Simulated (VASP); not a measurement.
**Li: single point with PBE**

Li:

```
CELL_PARAMETERS angstrom
7.31287 0.00000 0.00000
0.00000 7.31287 0.00000
0.00000 0.00000 7.31287
ATOMIC_POSITIONS crystal
Li 0.03450 0.91417 0.00691
Li 0.49224 0.91153 0.08425
Li 0.95081 0.52628 0.00217
Li 0.04074 0.85374 0.53868
Li 0.19416 0.13703 0.26818
Li 0.56275 0.46260 0.99264
Li 0.54429 0.97684 0.51230
Li 0.75429 0.14967 0.31053
Li 0.91571 0.44232 0.54330
Li 0.32041 0.67008 0.28809
Li 0.26553 0.15563 0.77503
Li 0.51420 0.37234 0.55643
Li 0.80585 0.78261 0.26708
Li 0.81205 0.10890 0.78845
Li 0.29403 0.69244 0.82489
Li 0.70135 0.76186 0.74683
```

* Program: VASP 6.6.1
* Task: single point
* Functional: PBE
* Potentials or basis: VASP PAW PBE potentials, release 64 (Li_sv)
* Cutoff: 520 eV
* k mesh: 2 × 2 × 2
* Occupations: fermi-dirac, width 0.16 eV
* Spin: no spin polarisation
* Dipole correction: no
* Further INCAR settings: LREAL = Auto; ALGO = Normal; EDIFF = 1e-06; NBANDS = 38

- Largest force: 0.659 eV/Å
- Band gap on the k mesh: zero (band 24 reaches 0.36 eV, above the bottom of band 25 at -0.33 eV)

Forces in eV/Å, atoms in the order of the input:
```
Li   0.034 -0.099  0.035
Li   0.179  0.368 -0.363
Li   0.247 -0.297 -0.019
Li   0.128  0.245  0.184
Li   0.126  0.220  0.165
Li  -0.031 -0.278  0.174
Li  -0.597 -0.263  0.092
Li   0.346  0.356 -0.427
Li   0.237  0.075  0.061
Li  -0.223 -0.170  0.155
Li  -0.039 -0.004  0.076
Li  -0.005  0.332 -0.043
Li  -0.264 -0.444  0.061
Li  -0.166  0.437  0.002
Li  -0.074 -0.028 -0.315
Li   0.101 -0.451  0.163
```

Levels at points of the mesh, in eV from the Fermi level:
| k point | band 21 | band 22 | band 23 | band 24 | band 25 | band 26 |
| --- | --- | --- | --- | --- | --- | --- |
| (0.00, 0.00, 0.00) | -0.93 | -0.81 | -0.75 | 0.38 | 0.41 | 0.48 |
| (0.50, 0.00, 0.00) | -0.51 | -0.42 | -0.38 | -0.35 | -0.27 | -0.13 |
| (0.00, 0.50, 0.00) | -0.59 | -0.54 | -0.35 | -0.24 | -0.19 | -0.10 |
| (0.00, 0.00, 0.50) | -0.50 | -0.45 | -0.44 | -0.40 | -0.31 | -0.27 |
| (0.50, 0.50, 0.00) | -0.31 | -0.23 | -0.11 | 0.05 | 0.16 | 0.37 |
| (0.00, 0.50, 0.50) | -0.26 | -0.23 | -0.11 | 0.01 | 0.18 | 0.34 |
| (0.50, 0.00, 0.50) | -0.12 | -0.07 | 0.02 | 0.13 | 0.18 | 0.26 |
| (0.50, 0.50, 0.50) | -1.51 | -1.30 | -1.26 | -1.13 | 1.68 | 1.80 |

Wall time 90 s on 1 thread of Intel(R) Xeon(R) Platinum 8488C (Sapphire Rapids) (shared host), peak memory 0.38 GiB.

Caveat: the k points lie up to 0.43 Å⁻¹ apart.
